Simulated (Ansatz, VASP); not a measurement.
CdTe: VASP beside Ansatz

```
Cd Te
1.0
     0.00000    3.06656    3.06656
     3.06656    0.00000    3.06656
     3.06656    3.06656    0.00000
Cd Te
1 1
Direct
  0.00000 0.00000 0.00000
  0.50000 0.50000 0.50000
```

Change from the starting cell: volume scaled by 1, PAW files.

Alike in both runs: task electric field gradients; functional r2SCAN; k mesh 10 × 10 × 10; occupations fermi-dirac, width 0.05 eV; no spin polarisation.

|  | VASP | Ansatz |
| --- | --- | --- |
| version | VASP 6.6.1 | Ansatz 0.2.0 |
| potentials or method | VASP PAW PBE potentials, release 64 (Cd, Te) | PAW with Ansatz's default frozen-core files, scalar-relativistic |
| plane-wave cutoff (eV) | 520 | 500 |
| valence electrons in the cell | 18 | 36 |

|  | VASP | Ansatz | Ansatz less VASP |
| --- | --- | --- | --- |
| pressure (GPa) | -1.1 | -1.3 | -0.17 |

VASP's potentials were made for PBE, not for r2SCAN. The functional is the same, so the differences come from potentials, cutoffs and numerics. VASP's potentials hold 18 valence electrons a cell and Ansatz's 36, so a difference there can come from the potentials and not from the codes.

Neither program's run includes spin-orbit coupling.
